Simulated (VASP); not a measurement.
Set up this calculation in VASP 6.6.1, as the native input.

```
Task                   : single point
Functional             : r2SCAN
Potentials or basis    : VASP PAW PBE potentials, release 64 (Ni, Ge_d)
Cutoff                 : 520 eV
k mesh                 : 14 × 14 × 14
Occupations            : gaussian, width 0.1 eV
Spin                   : no spin polarisation
Dipole correction      : no
Further INCAR settings : ALGO = Normal; EDIFF = 1e-07; NBANDS = 30
```

Ni3Ge:

```
CELL_PARAMETERS angstrom
3.53033 0.00000 0.00000
0.00000 3.53033 0.00000
0.00000 0.00000 3.53033
ATOMIC_POSITIONS crystal
Ni 0.50000 0.00000 0.50000
Ni 0.00000 0.50000 0.50000
Ni 0.50000 0.50000 0.00000
Ge 0.00000 0.00000 0.00000
```

These files were run (other wordings do the same):

POSCAR

```
Ni3Ge
1.0
    3.5303341067      0.0000000000      0.0000000000
    0.0000000000      3.5303341067      0.0000000000
    0.0000000000      0.0000000000      3.5303341067
Ni Ge
3 1
Direct
    0.5000000000      0.0000000000      0.5000000000
    0.0000000000      0.5000000000      0.5000000000
    0.5000000000      0.5000000000      0.0000000000
    0.0000000000      0.0000000000      0.0000000000
```

INCAR.step1

```
SYSTEM = Ni3Ge
PREC = Accurate
ENCUT = 520
ISMEAR = 0
SIGMA = 0.1
LREAL = .False.
LASPH = .True.
NELM = 100
NBANDS = 30
GGA = PE
ALGO = Normal
EDIFF = 1E-4
LWAVE = .True.
LCHARG = .False.
```

INCAR.step2

```
SYSTEM = Ni3Ge
PREC = Accurate
ENCUT = 520
EDIFF = 1E-7
ISMEAR = 0
SIGMA = 0.1
LREAL = .False.
LASPH = .True.
NELM = 100
ALGO = Normal
ISIF = 2
LWAVE = .False.
LCHARG = .True.
METAGGA = R2SCAN
LMIXTAU = .True.
LELF = .True.
LVHAR = .True.
NBANDS = 30
ISTART = 1
```

KPOINTS

```
regular mesh
0
Gamma
  14 14 14
  0 0 0
```

Potentials or basis: VASP PAW PBE potentials, release 64 (Ni, Ge_d).

Run with:

```console
$ cat potpaw_PBE.64/Ni/POTCAR potpaw_PBE.64/Ge_d/POTCAR > POTCAR
$ cp INCAR.step1 INCAR
$ mpirun -np 1 vasp_std > vasp.out
$ cp INCAR.step2 INCAR
$ mpirun -np 1 vasp_std > vasp.out
```

Results of the run:

```
Pressure               : 0.8 GPa
Band gap on the k mesh : zero (bands 22 and 23 overlap by 0.26 eV)
```

Caveat: the PAW data sets were made with another functional, which shifts forces and pressure a little.

It took 3.8 min on 1 thread of Intel(R) Xeon(R) 6975P-C (Granite Rapids), on a shared host, peak memory 0.26 GiB.
